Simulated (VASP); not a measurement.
HfIn4SiO6:

```xyz
12
Lattice="2.7159 -4.7036 0.0083 2.7159 4.7036 0.0083 -1.8792 0.0000 7.4013" Properties=species:S:1:pos:R:3 pbc="T T T"
Hf    2.7159   -2.7125    0.0083
In    1.7763   -1.1453    3.7090
In    2.7159    0.4231    0.0083
In    1.7763    2.0313    3.7090
In    1.7763   -4.3098    3.7090
Si    2.7159    3.5589    0.0083
O    -1.1497    0.2444    6.4159
O     4.7022    0.2444    1.0021
O     1.9910   -1.2091    6.4253
O     1.5616   -1.2091    0.9927
O     1.8741    2.2355    0.9933
O     1.6785    2.2355    6.4246
```

* Program: VASP 6.6.1
* Task: relaxation of cell and atoms
* Functional: PBE
* Dispersion: D4
* Potentials or basis: VASP PAW PBE potentials, release 64 (Hf_pv, In_d, Si, O)
* Cutoff: 600 eV
* k mesh: 4 × 4 × 2
* Occupations: fermi-dirac, width 0.05 eV
* Spin: no spin polarisation

At the start: pressure -3.3 GPa; volume 15.77 Å³/atom.

Q: Where does the relaxation end?

A: Over 7 steps the energy falls by 6.7 meV/atom and the volume is 15.16 Å³/atom (-3.9 %); space group C2 (No. 5, to 0.05 Å).

The path:
| step | energy change (eV) | largest force (eV/Å) | pressure (GPa) | volume (Å³) |
| --- | --- | --- | --- | --- |
| 1 | 0.0000 | 0.1885 | -3.30 | 189.24 |
| 2 | -0.0167 | 0.5223 | 2.96 | 180.47 |
| 3 | -0.0548 | 0.2613 | -0.03 | 184.37 |
| 4 | -0.0700 | 0.1285 | -0.04 | 183.41 |
| 5 | -0.0760 | 0.0983 | -0.01 | 182.31 |
| 6 | -0.0797 | 0.0248 | -0.01 | 181.95 |
| 7 | -0.0798 | 0.0197 | -0.01 | 181.88 |

Final structure:
```cif
data_structure
_symmetry_space_group_name_H-M 'P 1'
_symmetry_Int_Tables_number 1
_cell_length_a 5.3822
_cell_length_b 5.3822
_cell_length_c 7.4729
_cell_angle_alpha 97.009
_cell_angle_beta 97.009
_cell_angle_gamma 119.961
_cell_volume 181.88
loop_
_atom_site_label
_atom_site_type_symbol
_atom_site_fract_x
_atom_site_fract_y
_atom_site_fract_z
_atom_site_occupancy
Hf1 Hf 0.78832 0.21168 0.00000 1
In1 In 0.62128 0.37872 0.50000 1
In2 In 0.45503 0.54497 0.00000 1
In3 In 0.28502 0.71498 0.50000 1
In4 In 0.95769 0.04231 0.50000 1
Si1 Si 0.12163 0.87837 0.00000 1
O1 O 0.05917 0.11206 0.86322 1
O2 O 0.88794 0.94083 0.13678 1
O3 O 0.79518 0.53617 0.86304 1
O4 O 0.46383 0.20483 0.13696 1
O5 O 0.15217 0.62842 0.13667 1
O6 O 0.37158 0.84783 0.86333 1
```

Caveat: the k points lie up to 0.43 Å⁻¹ apart in the final cell; pairwise dispersion overbinds metals, which lowers pressure and volume.
